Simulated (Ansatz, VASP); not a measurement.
SbS: VASP beside Ansatz

File INCAR:

```
SYSTEM = SbS
  ALGO = Normal
  EDIFF = 1E-7
  ENCUT = 520
  GGA = PE
  ISIF = 2
  ISMEAR = 0
  LASPH = .True.
  LCHARG = .False.
  LREAL = .False.
  LWAVE = .False.
  NBANDS = 19
  NELM = 100
  PREC = Accurate
  SIGMA = 0.1
```

Contents of KPOINTS:

```
k-points
0
Gamma
  4 4 4
  0 0 0
```

File POSCAR:

```
SbS
1.0
    2.4963594707     -6.5771511348      0.0000000000
    2.4963594707      6.5771511348      0.0000000000
    0.0000000000      0.0000000000      4.9714959066
Sb S
2 2
Direct
    0.3544000000      0.6456000000      0.7500000000
    0.6456000000      0.3544000000      0.2500000000
    0.0776000000      0.9224000000      0.7500000000
    0.9224000000      0.0776000000      0.2500000000
```

Input for Ansatz:

```yaml
crystal:
  lattice:
    - [2.4963594707, -6.5771511348, 0.0]
    - [2.4963594707, 6.5771511348, 0.0]
    - [0.0, 0.0, 4.9714959066]
  atoms:
    - { symbol: Sb, position: [0.3544, 0.6456, 0.75] }
    - { symbol: Sb, position: [0.6456, 0.3544, 0.25] }
    - { symbol: S, position: [0.0776, 0.9224, 0.75] }
    - { symbol: S, position: [0.9224, 0.0776, 0.25] }
basis:
  ecutwfc: 420
kpoints:
  mp_grid: { grid: [4, 4, 4] }
hamiltonian:
  xc: pbe
scf:
  occupations: { method: gaussian, width: 0.1 }
  lower_state_search: "off"
output:
  forces: true
  stress: true
  eigenvalues: true
```

Alike in both runs: task single point; functional PBE; k mesh 4 × 4 × 4; occupations gaussian, width 0.1 eV; no spin polarisation.

|  | VASP | Ansatz |
| --- | --- | --- |
| version | VASP 6.6.1 | Ansatz 0.2.0 |
| potentials or method | VASP PAW PBE potentials, release 64 (Sb, S), cutoff 520 eV | scalar-relativistic, plane waves, PAW |
| valence electrons in the cell | 22 | 42 |

```tsv
	VASP	Ansatz	Ansatz less VASP
gap on the k mesh at the Fermi level (eV)	none	none	-
pressure (GPa)	-9.7	-9.7	+0.03
traceless stress, the component that is largest in VASP (GPa)	-1.08	-1.09	-0.010
rms of the force components (eV/Å)	0.413	0.414	+0.0003
```

Atom by atom the forces differ by 0.000 eV/Å (rms over components). A gap of «none» marks a metal or a gap that the smearing closes. VASP's potentials hold 22 valence electrons a cell and Ansatz's 42, so a difference there can come from the potentials and not from the codes.

Neither program's run includes spin-orbit coupling.
